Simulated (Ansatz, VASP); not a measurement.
**C: VASP beside Ansatz**

```
C
1.0
     2.45623    0.00000    0.00000
    -1.22811    2.12716    0.00000
     0.00000    0.00000   24.13396
C
4
Direct
  0.00000 0.00000 0.57047
  0.00000 0.00000 0.42953
  0.33333 0.66667 0.42952
  0.66667 0.33333 0.57048
```

Alike in both runs: task relaxation of cell and atoms; functional PBE; dispersion D3(BJ); k mesh 18 × 18 × 2; occupations gaussian, width 0.1 eV; no spin polarisation.

|  | VASP | Ansatz |
| --- | --- | --- |
| version | VASP 6.6.1 | Ansatz 0.2.0 |
| potentials or method | VASP PAW PBE potentials, release 64 (C), cutoff 600 eV | scalar-relativistic, plane waves, PAW |
| valence electrons in the cell | 16 | 16 |

```csv
,VASP,Ansatz,Ansatz less VASP
"gap on the k mesh at the Fermi level, each at its own relaxed structure (eV)",none,none,-
relaxed volume (Å³/atom),31.76,31.76,0.000
relaxed cell length with the largest relative difference (Å),24.127,24.136,+0.0087
```

A gap of «none» marks a metal or a gap that the smearing closes. Ansatz's warnings: xc potential rough in thin density.
